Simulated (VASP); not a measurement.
# As (R-3m) in VASP: notebook, part 3 of 3

VASP 6.6.1. The steps go on from the part before.

## 4. Single point, PBE

This run uses another cell than the first one, of 22.53 Å³/atom.

Input file INCAR:

```
SYSTEM = As
PREC = Accurate
ENCUT = 500
EDIFF = 1E-6
ISMEAR = -1
SIGMA = 0.1
LREAL = .FALSE.
LASPH = .TRUE.
NELM = 120
ALGO = Normal
ISIF = 2
LWAVE = .FALSE.
LCHARG = .FALSE.
GGA = PE
NBANDS = 12
GGA_COMPAT = .FALSE.
```

Input file KPOINTS:

```
regular mesh
0
G
  7 7 7
  0 0 0
```

Input file POSCAR:

```
As
1.0
    1.9071156995      1.1010737625      3.5761562663
   -1.9071156995      1.1010737625      3.5761562663
    0.0000000000     -2.2021475250      3.5761562663
As
2
Direct
    0.7735112182      0.7735112193      0.7735112182
    0.2264887818      0.2264887807      0.2264887818
```

Potentials or basis: VASP PAW PBE potentials, release 64 (As).

On the command line:

```sh
> cat potpaw_PBE.64/As/POTCAR > POTCAR
> mpirun -np 1 vasp_std > vasp.out
```

OUTCAR:

```text
SYSTEM = As
   PREC = Accurate
   ENCUT = 500
   EDIFF = 1E-6
   ISMEAR = -1
   LREAL = .FALSE.
   LASPH = .TRUE.
   NELM = 120
   ISIF = 2
   GGA = PE

 ion  position               nearest neighbor table
   1  0.774  0.774  0.774-   2 2.55   2 2.55   2 2.55
   2  0.226  0.226  0.226-   1 2.55   1 2.55   1 2.55

  LATTYP: Found a trigonal (rhomboedric) cell.
 ALAT       =     4.1998032529
 COS(alpha) =     0.5875928491

  Lattice vectors:

 A1 = (   1.9071156995,   1.1010737625,   3.5761562663)
 A2 = (  -1.9071156995,   1.1010737625,   3.5761562663)
 A3 = (   0.0000000000,  -2.2021475250,   3.5761562663)

Analysis of symmetry for initial positions (statically):
=====================================================================
 Subroutine PRICEL returns:
 Original cell was already a primitive cell.

 Routine SETGRP: Setting up the symmetry group for a
 trigonal (rhombohedral) supercell.

 Subroutine GETGRP returns: Found 12 space group operations
 (whereof 12 operations were pure point group operations)
 out of a pool of 12 trial point group operations.

The static configuration has the point symmetry D_3d.

Analysis of symmetry for dynamics (positions and initial velocities):
=====================================================================
 Subroutine PRICEL returns:
 Original cell was already a primitive cell.

 Routine SETGRP: Setting up the symmetry group for a
 trigonal (rhombohedral) supercell.

 Subroutine GETGRP returns: Found 12 space group operations
 (whereof 12 operations were pure point group operations)
 out of a pool of 12 trial point group operations.

The dynamic configuration has the point symmetry D_3d.

 Subroutine INISYM returns: Found 12 space group operations
 (whereof 12 operations are pure point group operations),
 and found     1 'primitive' translations

----------------------------------------------------------------------------------------

                                     Primitive cell

  volume of cell :      45.0569

  direct lattice vectors                    reciprocal lattice vectors
     1.907115700  1.101073762  3.576156266     0.262176018  0.151367395  0.093209946
    -1.907115700  1.101073762  3.576156266    -0.262176018  0.151367395  0.093209946
     0.000000000 -2.202147525  3.576156266     0.000000000 -0.302734789  0.093209946

  length of vectors
     4.199803253  4.199803253  4.199803253     0.316759288  0.316759288  0.316759288

  position of ions in fractional coordinates (direct lattice)
     0.773511218  0.773511219  0.773511218
     0.226488782  0.226488781  0.226488782

  ion indices of the primitive-cell ions
   primitive index   ion index
                 1           1
                 2           2

----------------------------------------------------------------------------------------

 KPOINTS: regular mesh

Automatic generation of k-mesh.
 Grid dimensions read from file:
 generate k-points for:    7    7    7

 Generating k-lattice:

  Cartesian coordinates                     Fractional coordinates (reciprocal lattice)
     0.037453717  0.021623914  0.013315707     0.142857143 -0.000000000 -0.000000000
    -0.037453717  0.021623914  0.013315707    -0.000000000  0.142857143 -0.000000000
     0.000000000 -0.043247827  0.013315707    -0.000000000 -0.000000000  0.142857143

  Length of vectors
     0.045251327  0.045251327  0.045251327

  Shift w.r.t. Gamma in fractional coordinates (k-lattice)
     0.000000000  0.000000000  0.000000000

 Subroutine IBZKPT returns following result:
 ===========================================

 Found     44 irreducible k-points:

 Following reciprocal coordinates:
            Coordinates               Weight
  0.000000  0.000000  0.000000      1.000000
  0.142857 -0.000000  0.000000      6.000000
  0.285714 -0.000000  0.000000      6.000000
  0.428571  0.000000 -0.000000      6.000000
  0.142857  0.142857  0.000000      6.000000
  0.285714  0.142857  0.000000     12.000000
[... 16 lines left out ...]
  0.285714  0.285714  0.142857      6.000000
  0.428571  0.285714  0.142857     12.000000
 [... further k-points ...]
   k-points           NKPTS =     44   k-points in BZ     NKDIM =     44   number of bands    NBANDS=     12
   number of dos      NEDOS =    301   number of ions     NIONS =      2
   total plane-waves  NPLWV =  32768
   dimension x,y,z NGX =    32 NGY =   32 NGZ =   32
   dimension x,y,z NGXF=    64 NGYF=   64 NGZF=   64
   ions per type =               2
   NGX,Y,Z   is equivalent  to a cutoff of  12.67, 12.67, 12.67 a.u.
   NGXF,Y,Z  is equivalent  to a cutoff of  25.33, 25.33, 25.33 a.u.
 SYSTEM =  As
   PREC   = accura    normal or accurate (medium, high low for compatibility)
   ISTART =      0    job   : 0-new  1-cont  2-samecut
   ICHARG =      2    charge: 1-file 2-atom 10-const
   ISPIN  =      1    spin polarized calculation?
   LNONCOLLINEAR =      F non collinear calculations
   LSORBIT =      F    spin-orbit coupling
   LASPH  =      T    aspherical Exc in radial PAW
   ENCUT  =  500.0 eV  36.75 Ry    6.06 a.u.   7.66  7.66  7.66*2*pi/ulx,y,z
   NELM   =    120;   NELMIN=  2; NELMDL= -5     # of ELM steps
   EDIFF  = 0.1E-05   stopping-criterion for ELM
   LREAL  =      F    real-space projection
   EDIFFG = 0.1E-04   stopping-criterion for IOM
   NSW    =      0    number of steps for IOM
   IBRION =     -1    ionic relax: 0-MD 1-quasi-New 2-CG
   NFREE  =      0    steps in history (QN), initial steepest desc. (CG)
   ISIF   =      2    stress and relaxation
   ISYM   =      2    0-nonsym 1-usesym 2-fastsym
   POTIM  = 0.5000    time-step for ionic-motion
   TEBEG  =    0.0;   TEEND  =   0.0 temperature during run
   PSTRESS=    0.0 pullay stress
   NELECT =      10.0000    total number of electrons
   NUPDOWN=      -1.0000    fix difference up-down
   EMIN   =  10.00;   EMAX   =-10.00  energy-range for DOS
   EFERMI =   0.00;   METHOD = LEGACY
   ISMEAR =    -1;   SIGMA  =   0.10  broadening in eV -4-tet -1-fermi 0-gaus
   EFERMI_NEDOS =   21; number of points for ismear=-14 and -15
   IALGO  =     38    algorithm
   IMIX   =      4    mixing-type and parameters
     AMIX     =   0.40;   BMIX     =  1.00
     AMIX_MAG =   1.60;   BMIX_MAG =  1.00
  volume/ion in A,a.u.               =      22.53       152.03
  Fermi-wavevector in a.u.,A,eV,Ry     =   0.991184  1.873067 13.366995  0.982446
  Thomas-Fermi vector in A             =   2.122908
   LORBIT       =      0    0 simple, 1 ext, 2 COOP (PROOUT), +10 PAW based schemes
   GGA     = PE    functional components
   LHFCALC =     F    Hartree Fock is set to
   AEXX    =    0.0000 exact exchange contribution
   IVDW    =     0    specifies the selected vdW correction
   LEPSILON=     F    determine dielectric tensor
   LRPA    =     F    only Hartree local field effects (RPA)
 non-spin polarized calculation
  energy-cutoff  :      500.00
  volume of cell :       45.06
 maximum number of plane-waves:      1153
   NGX = 15   NGY = 15   NGZ = 15

 number of electron      10.0000000 magnetization

 number of electron       9.9999999 magnetization

 Free energy of the ion-electron system (eV)
  ---------------------------------------------------
  ext. energy  EPLUGINS =         0.00000000
  ---------------------------------------------------
  free energy    TOTEN  =        -9.36795520 eV

  energy without entropy =       -9.36101518  energy(sigma->0) =       -9.36448519

 E-fermi :   4.9872     XC(G=0):  -9.7725

 val. band max:        4.9545239506   @ k =   0.4286   0.0000  -0.0000
 cond. band min:       5.0063665388   @ k =   0.4286   0.2857   0.2857
 fundamental gap:      0.0518425882
 Fermi energy:         4.9872313012

 k-point     1 :       0.0000    0.0000    0.0000
  band No.  band energies     occupation
      1      -9.6860      2.00000
      2      -1.0728      2.00000
      3       2.5789      2.00000
      4       3.0588      2.00000
      5       3.0588      2.00000
      6       6.6078      0.00000
      7       7.8035      0.00000
      8       7.8035      0.00000
      9      11.8673      0.00000
     10      11.8673      0.00000
     11      12.2559      0.00000
     12      13.7178      0.00000
[... 331 lines left out ...]
 k-point    24 :       0.4286    0.2857    0.1429
  band No.  band energies     occupation
      1      -8.3931      2.00000
      2      -3.8042      2.00000
      3       0.4725      2.00000
      4       1.6908      2.00000
      5       3.9136      1.99996
      6       6.6637      0.00000
      7       7.8331      0.00000
      8       8.8267      0.00000
      9      10.8723      0.00000
     10      13.9445      0.00000
     11      15.1480      0.00000
     12      15.3406      0.00000

 [... further k-points ...]
[... 5 lines left out ...]
  --------------------------------------------------------------------------------------
  -------------------------------------------------------------------------------------
  Total        0.0716019      0.0716019      0.0430332      0.0000000      0.0000000      0.0000000
  in kB        2.5460905      2.5460905      1.5302183      0.0000000      0.0000000      0.0000000
  external PRESSURE =       2.2074664 kB  Pullay stress =       0.0000000 kB

 VOLUME and BASIS-vectors are now :
 -----------------------------------------------------------------------------
  energy-cutoff  :      500.00
  volume of cell :       45.06
      direct lattice vectors                 reciprocal lattice vectors
     1.907115700  1.101073762  3.576156266     0.262176018  0.151367395  0.093209946
    -1.907115700  1.101073762  3.576156266    -0.262176018  0.151367395  0.093209946
     0.000000000 -2.202147525  3.576156266     0.000000000 -0.302734789  0.093209946

 POSITION                                       TOTAL-FORCE (eV/Angst)
 -----------------------------------------------------------------------------------
     -0.00000      0.00000      8.29859         0.000000      0.000000     -0.044704
      0.00000     -0.00000      2.42988         0.000000     -0.000000      0.044704
 -----------------------------------------------------------------------------------
    total drift:                                0.000000     -0.000000      0.000000

  FREE ENERGIE OF THE ION-ELECTRON SYSTEM (eV)
  ---------------------------------------------------
  free  energy   TOTEN  =        -9.3679551970 eV

  energy  without entropy=       -9.3610151760  energy(sigma->0) =       -9.36448519
```

Run time: 15 s. Hardware: 1 thread of Intel Xeon Platinum 8259CL at 2.50GHz (Skylake/Cascade Lake), shared host; peak memory 0.17 GiB.

What came out:

| Quantity | Value |
| --- | --- |
| Free energy | -9.3680 eV |
| Pressure | 0.2 GPa |
| Largest force | 0.045 eV/Å |
| Band gap on the k mesh | zero (bands 5 and 6 overlap by 0.05 eV) |

Forces in eV/Å, atoms in the order of the input:
```
As   0.000  0.000 -0.045
As   0.000  0.000  0.045
```

Stress tensor (GPa, compression positive):
```
0.25 0.00 0.00
0.00 0.25 0.00
0.00 0.00 0.15
```

Levels at points of the mesh, in eV from the Fermi level:
| k point | band 2 | band 3 | band 4 | band 5 | band 6 | band 7 | band 8 | band 9 |
| --- | --- | --- | --- | --- | --- | --- | --- | --- |
| (0.00, 0.00, 0.00) | -6.06 | -2.41 | -1.93 | -1.93 | 1.62 | 2.82 | 2.82 | 6.88 |

The gap in the log of VASP goes by the Fermi energy; the results here count the filled bands.